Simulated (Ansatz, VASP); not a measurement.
Two plane-wave programs on NiO

File INCAR:

```
SYSTEM = NiO
PREC = Accurate ; ENCUT = 600
EDIFF = 1E-6 ; ISMEAR = -1
SIGMA = 0.05 ; LREAL = .False.
LASPH = .True. ; NELM = 100
ALGO = Normal ; ISIF = 2
LWAVE = .False. ; LCHARG = .False.
ISPIN = 2 ; MAGMOM = 1 0
LORBIT = 11 ; LMAXMIX = 4
GGA = PE
```

The input KPOINTS:

```
Automatic mesh
0
Gamma
  11 11 11
  0 0 0
```

POSCAR

```
NiO
1.0
    0.0000000000      2.0859016414      2.0859016414
    2.0859016414      0.0000000000      2.0859016414
    2.0859016414      2.0859016414      0.0000000000
Ni O
1 1
Direct
    0.0000000000      0.0000000000      0.0000000000
    0.5000000000      0.5000000000      0.5000000000
```

File KPOINTS_OPT:

```
path GXWKGLUWLK,UX
20
line-mode
reciprocal
 0.0000000000  0.0000000000  0.0000000000  G
 0.5000000000  0.0000000000  0.5000000000  X

 0.5000000000  0.0000000000  0.5000000000  X
 0.5000000000  0.2500000000  0.7500000000  W

 0.5000000000  0.2500000000  0.7500000000  W
 0.3750000000  0.3750000000  0.7500000000  K

 0.3750000000  0.3750000000  0.7500000000  K
 0.0000000000  0.0000000000  0.0000000000  G

 0.0000000000  0.0000000000  0.0000000000  G
 0.5000000000  0.5000000000  0.5000000000  L

 0.5000000000  0.5000000000  0.5000000000  L
 0.6250000000  0.2500000000  0.6250000000  U

 0.6250000000  0.2500000000  0.6250000000  U
 0.5000000000  0.2500000000  0.7500000000  W

 0.5000000000  0.2500000000  0.7500000000  W
 0.5000000000  0.5000000000  0.5000000000  L

 0.5000000000  0.5000000000  0.5000000000  L
 0.3750000000  0.3750000000  0.7500000000  K

 0.6250000000  0.2500000000  0.6250000000  U
 0.5000000000  0.0000000000  0.5000000000  X
```

Contents of input.yaml:

```yaml
crystal:
  lattice:
    - [0.0, 2.0859016414, 2.0859016414]
    - [2.0859016414, 0.0, 2.0859016414]
    - [2.0859016414, 2.0859016414, 0.0]
  atoms:
    - { symbol: Ni, position: [0.0, 0.0, 0.0], spin: 1.0 }
    - { symbol: O, position: [0.5, 0.5, 0.5] }
hamiltonian:
  xc: pbe
  pseudopotentials: { kind: paw }
magnetization:
  spin_polarized: true
kpoints:
  mp_grid: { grid: [11, 11, 11] }
  band_path:
    path:
      - [[0.0, 0.0, 0.0], [0.5, 0.0, 0.5], [0.5, 0.25, 0.75], [0.375, 0.375, 0.75], [0.0, 0.0, 0.0], [0.5, 0.5, 0.5], [0.625, 0.25, 0.625], [0.5, 0.25, 0.75], [0.5, 0.5, 0.5], [0.375, 0.375, 0.75]]
      - [[0.625, 0.25, 0.625], [0.5, 0.0, 0.5]]
    npoints: 14
scf:
  occupations: { method: fermi_dirac, width: 0.05 }
  n_extra_bands: 6
output:
  forces: true
  stress: true
  eigenvalues: true
  fatbands: false
```

Alike in both runs: task band structure; functional PBE; k mesh 11 × 11 × 11; occupations fermi-dirac, width 0.05 eV; collinear spin, ferromagnetic start.

```csv
,VASP,Ansatz
version,VASP 6.6.1,Ansatz 0.2.0
potentials or method,"VASP PAW PBE potentials, release 64 (Ni_sv_GW, O_GW)",Ansatz PAW
plane-wave cutoff (eV),600,420
valence electrons in the cell,24,24
```

VASP gave:

```
gap on the k mesh at the Fermi level (eV)                     : none
pressure (GPa)                                                : 3.5
net moment per atom (μB)                                      : 0.87
size of the moment on the site where the two differ most (μB) : 1.44
```

Q: Estimate Ansatz's values.

A: gap on the k mesh at the Fermi level (eV): none; pressure (GPa): 5.7; net moment per atom (μB): 0.86; size of the moment on the site where the two differ most (μB): 1.40.

Site moments also hang on the region over which each program counts them. A gap of «none» marks a metal or a gap that the smearing closes.
